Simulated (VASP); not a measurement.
# GaSb (I-4m2) in VASP: single point with r2SCAN

Aim: the single point of GaSb with r2SCAN.

All numbers are computed with VASP 6.6.1; they aren't measurements. Logs are shortened: lines on timing, memory, paths and dates and some standing lists are left out, and cuts for length are marked.

## 1. The cell of the first run

Symmetry: I-4m2, No. 119, tetragonal system. The conventional cell has a = 4.156 Å, b = 4.156 Å, c = 6.132 Å, α = 90.00°, β = 90.00°, γ = 90.00°. Ga (site symmetry -4m2) has 4 Sb at 2.58 Å within 3.4 Å. Within 3.4 Å of Sb (site symmetry -4m2) lie 4 Ga at 2.58 Å.

## 2. Single point, r2SCAN (biaxial xy strain -4.2%)

POSCAR

```
GaSb
1.0
    0.0000000000      2.9386448300      3.0658788003
    2.9386448300      0.0000000000      3.0658788003
    2.9386448300      2.9386448300      0.0000000000
Ga Sb
1 1
Direct
    0.0000000000      0.0000000000      0.0000000000
    0.2500000000      0.2500000000      0.2500000000
```

INCAR.step1

```
SYSTEM = GaSb
PREC = Accurate ; ENCUT = 520
ISMEAR = 0 ; SIGMA = 0.01
LREAL = .FALSE. ; LASPH = .TRUE.
NELM = 100 ; NBANDS = 16
GGA = PE ; ALGO = Normal
EDIFF = 1E-4 ; LWAVE = .TRUE.
LCHARG = .FALSE.
```

INCAR.step2

```
SYSTEM = GaSb
PREC = Accurate ; ENCUT = 520
EDIFF = 1E-6 ; ISMEAR = 0
SIGMA = 0.01 ; LREAL = .FALSE.
LASPH = .TRUE. ; NELM = 100
ALGO = Normal ; ISIF = 2
LWAVE = .FALSE. ; LCHARG = .TRUE.
METAGGA = R2SCAN ; LMIXTAU = .TRUE.
LELF = .TRUE. ; LVHAR = .TRUE.
NBANDS = 16 ; ISTART = 1
```

KPOINTS

```
Automatic mesh
0
G
  8 8 8
  0 0 0
```

Potentials or basis: VASP PAW PBE potentials, release 64 (Ga_d, Sb).

Command:

```
$ cat potpaw_PBE.64/Ga_d/POTCAR potpaw_PBE.64/Sb/POTCAR > POTCAR
$ cp INCAR.step1 INCAR
$ mpirun -np 1 vasp_std > vasp.out
$ cp INCAR.step2 INCAR
$ mpirun -np 1 vasp_std > vasp.out
```

OUTCAR:

```text
SYSTEM = GaSb
   PREC = Accurate
   ENCUT = 520
   EDIFF = 1E-6
   ISMEAR = 0
   LREAL = .FALSE.
   LASPH = .TRUE.
   NELM = 100
   ISIF = 2
   METAGGA = R2SCAN
   ISTART = 1

 ion  position               nearest neighbor table
   1  0.000  0.000  0.000-   2 2.58   2 2.58   2 2.58   2 2.58
   2  0.250  0.250  0.250-   1 2.58   1 2.58   1 2.58   1 2.58

  LATTYP: Found a body centered tetragonal cell.
 ALAT       =     4.1558713736
 C/A-ratio  =     1.4754445096

  Lattice vectors:

 A1 = (  -2.9386448300,   0.0000000000,   3.0658788003)
 A2 = (   2.9386448300,   0.0000000000,   3.0658788003)
 A3 = (   0.0000000000,   2.9386448300,  -3.0658788003)

Analysis of symmetry for initial positions (statically):
=====================================================================
 Subroutine PRICEL returns:
 Original cell was already a primitive cell.

 Routine SETGRP: Setting up the symmetry group for a
 body centered tetragonal supercell.

 Subroutine GETGRP returns: Found  8 space group operations
 (whereof  8 operations were pure point group operations)
 out of a pool of 16 trial point group operations.

The static configuration has the point symmetry D_2d.

Analysis of symmetry for dynamics (positions and initial velocities):
=====================================================================
 Subroutine PRICEL returns:
 Original cell was already a primitive cell.

 Routine SETGRP: Setting up the symmetry group for a
 body centered tetragonal supercell.

 Subroutine GETGRP returns: Found  8 space group operations
 (whereof  8 operations were pure point group operations)
 out of a pool of 16 trial point group operations.

The dynamic configuration has the point symmetry D_2d.

 Subroutine INISYM returns: Found  8 space group operations
 (whereof  8 operations are pure point group operations),
 and found     1 'primitive' translations

----------------------------------------------------------------------------------------

                                     Primitive cell

  volume of cell :      52.9516

  direct lattice vectors                    reciprocal lattice vectors
     0.000000000  2.938644830  3.065878800    -0.170146455  0.170146455  0.163085377
     2.938644830  0.000000000  3.065878800     0.170146455 -0.170146455  0.163085377
     2.938644830  2.938644830  0.000000000     0.170146455  0.170146455 -0.163085377

  length of vectors
     4.246792467  4.246792467  4.155871374     0.290682769  0.290682769  0.290682769

  position of ions in fractional coordinates (direct lattice)
     0.000000000  0.000000000  0.000000000
     0.250000000  0.250000000  0.250000000

  ion indices of the primitive-cell ions
   primitive index   ion index
                 1           1
                 2           2

----------------------------------------------------------------------------------------

 KPOINTS: Automatic mesh

Automatic generation of k-mesh.
 Grid dimensions read from file:
 generate k-points for:    8    8    8

 Generating k-lattice:

  Cartesian coordinates                     Fractional coordinates (reciprocal lattice)
    -0.021268307  0.021268307  0.020385672     0.125000000 -0.000000000  0.000000000
     0.021268307 -0.021268307  0.020385672    -0.000000000  0.125000000  0.000000000
     0.021268307  0.021268307 -0.020385672     0.000000000  0.000000000  0.125000000

  Length of vectors
     0.036335346  0.036335346  0.036335346

  Shift w.r.t. Gamma in fractional coordinates (k-lattice)
     0.000000000  0.000000000  0.000000000

 Subroutine IBZKPT returns following result:
 ===========================================

 Found     59 irreducible k-points:

 Following reciprocal coordinates:
            Coordinates               Weight
  0.000000  0.000000  0.000000      1.000000
  0.125000  0.000000  0.000000      8.000000
  0.250000  0.000000  0.000000      8.000000
  0.375000  0.000000  0.000000      8.000000
  0.500000  0.000000  0.000000      4.000000
  0.125000  0.125000  0.000000      2.000000
[... 16 lines left out ...]
  0.250000  0.000000  0.125000     16.000000
  0.375000  0.000000  0.125000     16.000000
 [... further k-points ...]
   k-points           NKPTS =     59   k-points in BZ     NKDIM =     59   number of bands    NBANDS=     16
   number of dos      NEDOS =    301   number of ions     NIONS =      2
   total plane-waves  NPLWV =  32768
   dimension x,y,z NGX =    32 NGY =   32 NGZ =   32
   dimension x,y,z NGXF=    64 NGYF=   64 NGZF=   64
   ions per type =               1   1
   NGX,Y,Z   is equivalent  to a cutoff of  12.53, 12.53, 12.80 a.u.
   NGXF,Y,Z  is equivalent  to a cutoff of  25.05, 25.05, 25.60 a.u.
 SYSTEM =  GaSb
   PREC   = accura    normal or accurate (medium, high low for compatibility)
   ISTART =      1    job   : 0-new  1-cont  2-samecut
   ICHARG =      0    charge: 1-file 2-atom 10-const
   ISPIN  =      1    spin polarized calculation?
   LNONCOLLINEAR =      F non collinear calculations
   LSORBIT =      F    spin-orbit coupling
   LASPH  =      T    aspherical Exc in radial PAW
   ENCUT  =  520.0 eV  38.22 Ry    6.18 a.u.   7.90  7.90  7.73*2*pi/ulx,y,z
   NELM   =    100;   NELMIN=  2; NELMDL=  0     # of ELM steps
   EDIFF  = 0.1E-05   stopping-criterion for ELM
   LREAL  =      F    real-space projection
   EDIFFG = 0.1E-04   stopping-criterion for IOM
   NSW    =      0    number of steps for IOM
   IBRION =     -1    ionic relax: 0-MD 1-quasi-New 2-CG
   NFREE  =      0    steps in history (QN), initial steepest desc. (CG)
   ISIF   =      2    stress and relaxation
   ISYM   =      2    0-nonsym 1-usesym 2-fastsym
   POTIM  = 0.5000    time-step for ionic-motion
   TEBEG  =    0.0;   TEEND  =   0.0 temperature during run
   PSTRESS=    0.0 pullay stress
   NELECT =      18.0000    total number of electrons
   NUPDOWN=      -1.0000    fix difference up-down
   EMIN   =  10.00;   EMAX   =-10.00  energy-range for DOS
   EFERMI =   0.00;   METHOD = LEGACY
   ISMEAR =     0;   SIGMA  =   0.01  broadening in eV -4-tet -1-fermi 0-gaus
   EFERMI_NEDOS =   21; number of points for ismear=-14 and -15
   IALGO  =     38    algorithm
   IMIX   =      4    mixing-type and parameters
     AMIX     =   0.40;   BMIX     =  1.00
     AMIX_MAG =   1.60;   BMIX_MAG =  1.00
  volume/ion in A,a.u.               =      26.48       178.67
  Fermi-wavevector in a.u.,A,eV,Ry     =   1.142543  2.159093 17.761111  1.305405
  Thomas-Fermi vector in A             =   2.279241
   LORBIT       =      0    0 simple, 1 ext, 2 COOP (PROOUT), +10 PAW based schemes
   METAGGA = R2SCAN    functional components
   LHFCALC =     F    Hartree Fock is set to
   AEXX    =    0.0000 exact exchange contribution
   IVDW    =     0    specifies the selected vdW correction
   LEPSILON=     F    determine dielectric tensor
   LRPA    =     F    only Hartree local field effects (RPA)
 non-spin polarized calculation
 Gauss-broadening in eV      SIGMA  =   0.01
  energy-cutoff  :      520.00
  volume of cell :       52.95
 maximum number of plane-waves:      1439
   NGX = 15   NGY = 15   NGZ = 15

 number of electron      18.0000011 magnetization

 Free energy of the ion-electron system (eV)
  ---------------------------------------------------
  ext. energy  EPLUGINS =         0.00000000
  ---------------------------------------------------
  free energy    TOTEN  =       -37.51221741 eV

  energy without entropy =      -37.51221741  energy(sigma->0) =      -37.51221741

 E-fermi :   5.6699     XC(G=0): -10.0900

 val. band max:        5.6286394966   @ k =   0.0000   0.0000   0.0000
 cond. band min:       6.3674307362   @ k =   0.5000   0.0000   0.0000
 fundamental gap:      0.7387912396
 Fermi energy:         5.6699099754

 k-point     1 :       0.0000    0.0000    0.0000
  band No.  band energies     occupation
      1     -10.1448      2.00000
      2     -10.1398      2.00000
      3     -10.1398      2.00000
      4     -10.0721      2.00000
      5     -10.0694      2.00000
      6      -6.9930      2.00000
[... 8 lines left out ...]
     15      14.2584      0.00000
     16      15.1170      0.00000

 k-point     2 :       0.1250    0.0000    0.0000
  band No.  band energies     occupation
      1     -10.1484      2.00000
      2     -10.1400      2.00000
      3     -10.1373      2.00000
      4     -10.0726      2.00000
      5     -10.0695      2.00000
      6      -6.8073      2.00000
[... 8 lines left out ...]
     15      13.5282      0.00000
     16      14.0934      0.00000

 k-point     3 :       0.2500    0.0000    0.0000
  band No.  band energies     occupation
      1     -10.1629      2.00000
      2     -10.1346      2.00000
      3     -10.1315      2.00000
      4     -10.0734      2.00000
      5     -10.0693      2.00000
      6      -6.2753      2.00000
[... 8 lines left out ...]
     15      13.6791      0.00000
     16      13.7109      0.00000

 k-point     4 :       0.3750    0.0000    0.0000
  band No.  band energies     occupation
      1     -10.1771      2.00000
      2     -10.1296      2.00000
      3     -10.1263      2.00000
      4     -10.0735      2.00000
      5     -10.0682      2.00000
      6      -5.5225      2.00000
[... 8 lines left out ...]
     15      14.6479      0.00000
     16      14.9243      0.00000

 k-point     5 :       0.5000    0.0000    0.0000
  band No.  band energies     occupation
      1     -10.1829      2.00000
      2     -10.1277      2.00000
      3     -10.1245      2.00000
      4     -10.0733      2.00000
      5     -10.0675      2.00000
      6      -5.0544      2.00000
[... 8 lines left out ...]
     15      16.1307      0.00000
     16      16.6326      0.00000

 k-point     6 :       0.1250    0.1250    0.0000
  band No.  band energies     occupation
      1     -10.1551      2.00000
      2     -10.1349      2.00000
      3     -10.1349      2.00000
      4     -10.0715      2.00000
      5     -10.0708      2.00000
      6      -6.7566      2.00000
[... 8 lines left out ...]
     15      13.0613      0.00000
     16      15.2746      0.00000

 k-point     7 :       0.2500    0.1250    0.0000
  band No.  band energies     occupation
      1     -10.1659      2.00000
      2     -10.1310      2.00000
      3     -10.1290      2.00000
      4     -10.0720      2.00000
      5     -10.0713      2.00000
      6      -6.3470      2.00000
[... 8 lines left out ...]
     15      14.3116      0.00000
     16      14.8611      0.00000

 k-point     8 :       0.3750    0.1250    0.0000
  band No.  band energies     occupation
      1     -10.1776      2.00000
      2     -10.1276      2.00000
      3     -10.1236      2.00000
      4     -10.0718      2.00000
      5     -10.0717      2.00000
      6      -5.6523      2.00000
[... 8 lines left out ...]
     15      14.7220      0.00000
     16      15.3903      0.00000

 k-point     9 :       0.5000    0.1250    0.0000
  band No.  band energies     occupation
      1     -10.1847      2.00000
      2     -10.1256      2.00000
      3     -10.1214      2.00000
      4     -10.0728      2.00000
      5     -10.0699      2.00000
      6      -4.9867      2.00000
[... 8 lines left out ...]
     15      16.0673      0.00000
     16      16.1877      0.00000
[... 172 lines left out ...]
 k-point    19 :       0.5000    0.3750    0.0000
  band No.  band energies     occupation
      1     -10.1997      2.00000
      2     -10.1095      2.00000
      3     -10.1078      2.00000
      4     -10.0818      2.00000
      5     -10.0690      2.00000
      6      -4.4081      2.00000
[... 8 lines left out ...]
     15      16.9462      0.00000
     16      17.4424      0.00000

 k-point    20 :      -0.3750    0.3750    0.0000
  band No.  band energies     occupation
      1     -10.1965      2.00000
      2     -10.1144      2.00000
      3     -10.1100      2.00000
      4     -10.0778      2.00000
      5     -10.0715      2.00000
      6      -4.1863      2.00000
[... 8 lines left out ...]
     15      15.0908      0.00000
     16      18.5987      0.00000

 k-point    21 :       0.5000    0.5000    0.0000
  band No.  band energies     occupation
      1     -10.2035      2.00000
      2     -10.1053      2.00000
      3     -10.1053      2.00000
      4     -10.0846      2.00000
      5     -10.0679      2.00000
      6      -4.1721      2.00000
[... 8 lines left out ...]
     15      17.5258      0.00000
     16      17.7998      0.00000

 k-point    22 :       0.1250    0.0000    0.1250
  band No.  band energies     occupation
      1     -10.1513      2.00000
      2     -10.1393      2.00000
      3     -10.1352      2.00000
      4     -10.0740      2.00000
      5     -10.0688      2.00000
      6      -6.7389      2.00000
[... 8 lines left out ...]
     15      13.2091      0.00000
     16      14.6251      0.00000

 k-point    23 :       0.2500    0.0000    0.1250
  band No.  band energies     occupation
      1     -10.1644      2.00000
      2     -10.1332      2.00000
      3     -10.1299      2.00000
      4     -10.0761      2.00000
      5     -10.0681      2.00000
      6      -6.3135      2.00000
[... 8 lines left out ...]
     15      14.2785      0.00000
     16      14.6458      0.00000

 k-point    24 :       0.3750    0.0000    0.1250
  band No.  band energies     occupation
      1     -10.1778      2.00000
      2     -10.1277      2.00000
      3     -10.1248      2.00000
      4     -10.0767      2.00000
      5     -10.0675      2.00000
      6      -5.6103      2.00000
[... 8 lines left out ...]
     15      14.9631      0.00000
     16      15.5955      0.00000

 [... further k-points ...]
[... 5 lines left out ...]
  --------------------------------------------------------------------------------------
  -------------------------------------------------------------------------------------
  Total        2.1237082      2.1237082      1.3465965      0.0000000      0.0000000     -0.0000000
  in kB       64.2578587     64.2578587     40.7444904      0.0000000      0.0000000     -0.0000000
  external PRESSURE =      56.4200693 kB  Pullay stress =       0.0000000 kB

 VOLUME and BASIS-vectors are now :
 -----------------------------------------------------------------------------
  energy-cutoff  :      520.00
  volume of cell :       52.95
      direct lattice vectors                 reciprocal lattice vectors
     0.000000000  2.938644830  3.065878800    -0.170146455  0.170146455  0.163085377
     2.938644830  0.000000000  3.065878800     0.170146455 -0.170146455  0.163085377
     2.938644830  2.938644830  0.000000000     0.170146455  0.170146455 -0.163085377

 POSITION                                       TOTAL-FORCE (eV/Angst)
 -----------------------------------------------------------------------------------
      0.00000      0.00000      0.00000         0.000000      0.000000     -0.000000
      1.46932      1.46932      1.53294        -0.000000     -0.000000      0.000000
 -----------------------------------------------------------------------------------
    total drift:                                0.000007      0.000007     -0.000019

  FREE ENERGIE OF THE ION-ELECTRON SYSTEM (eV)
  ---------------------------------------------------
  free  energy   TOTEN  =       -37.5122174060 eV

  energy  without entropy=      -37.5122174060  energy(sigma->0) =      -37.51221741
```

It took 44 s on 1 thread of Intel Xeon 6975P-C (Granite Rapids), shared host; peak memory 0.22 GiB.

Results:

| Quantity | Value |
| --- | --- |
| Free energy | -37.5122 eV |
| Pressure | 5.6 GPa |
| Band gap on the k mesh | 0.74 eV (least direct gap 0.95 eV) |

Levels at points of the mesh, in eV from the valence-band top:
```
           k point  band 6  band 7  band 8  band 9  band 10  band 11  band 12  band 13
(0.00, 0.00, 0.00)  -12.62   -0.30    0.00    0.00     0.95     2.81     2.81     2.95
(0.50, 0.00, 0.00)  -10.68   -7.11   -1.64   -1.26     0.74     3.81     4.03     6.80
(0.50, 0.50, 0.00)   -9.80   -7.69   -2.90   -2.90     1.17     1.44     9.69     9.69
(0.50, 0.00, 0.50)   -9.61   -7.46   -3.20   -3.16     0.81     1.13     9.57     9.59
```

Caveat: the cell differs from its parent crystal (biaxial xy strain -4.2%); the cell stands under pressure; the PAW data sets were made with another functional, which shifts forces and pressure a little; spin-orbit coupling is left out, which moves the levels of the heavy elements.
